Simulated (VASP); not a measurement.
Input of a VASP 6.6.1 run:

INCAR

```
PREC = Accurate
ENCUT = 520
EDIFF = 1E-6
ISMEAR = -1
SIGMA = 0.05
LREAL = Auto
LASPH = T
NELM = 80
ALGO = Normal
ISIF = 2
LWAVE = F
LCHARG = F
GGA = PE
NBANDS = 38
```

File KPOINTS:

```
regular mesh
0
Gamma
  4 4 4
```

File POSCAR:

```
Li16H
1.0
    6.9800000000      0.0000000000      0.0000000000
    0.0000000000      6.9800000000      0.0000000000
    0.0000000000      0.0000000000      6.9800000000
Li H
16 1
Direct
   -0.0029297160     -0.0000147481      0.0287786744
    0.5206224557     -0.0000072107     -0.0152231699
    0.0088453111      0.4999780212      0.0101776556
   -0.0022567619     -0.0000208176      0.4710879647
    0.2538393788      0.2248516908      0.2509197113
    0.4836236049      0.4999932247     -0.0101323440
    0.5204774441     -0.0000078487      0.5146587579
    0.7283100456      0.2657612547      0.2504092069
    0.0091241596      0.4999751515      0.4898825571
    0.2538216922      0.7751554316      0.2509256054
    0.2396415855      0.2393001244      0.7511901932
    0.4839916743      0.4999911610      0.5110280394
    0.7283070077      0.7342450222      0.2504097373
    0.7675203983      0.2574260322      0.7503561045
    0.2396328029      0.7607010268      0.7511933395
    0.7675101281      0.7425533339      0.7503583426
    0.1286681692      0.0000231902      0.2488878442
```

Potentials or basis: VASP PAW PBE potentials, release 64 (Li_sv, H).

Run with:

```sh
$ cat potpaw_PBE.64/Li_sv/POTCAR potpaw_PBE.64/H/POTCAR > POTCAR
$ mpirun -np 1 vasp_std > vasp.out
```

Task: Predict the largest force.

Result: 0.025 eV/Å.

Task: Estimate the band gap on the k mesh.

Result: Zero (an odd number of electrons rules out a gap without spin polarisation).

Forces in eV/Å, atoms in the order of the input:
```
Li  -0.014  0.000 -0.018
Li  -0.010  0.000 -0.002
Li  -0.007  0.001  0.003
Li  -0.011  0.000  0.014
Li   0.012  0.002 -0.010
Li  -0.002  0.000  0.004
Li  -0.009  0.000  0.020
Li   0.008  0.005 -0.003
Li  -0.008  0.000  0.008
Li   0.012 -0.003 -0.010
Li   0.008  0.002 -0.010
Li  -0.008  0.000  0.001
Li   0.008 -0.005 -0.003
Li   0.006  0.006 -0.003
Li   0.008 -0.003 -0.010
Li   0.006 -0.006 -0.004
H    0.002 -0.001  0.025
```
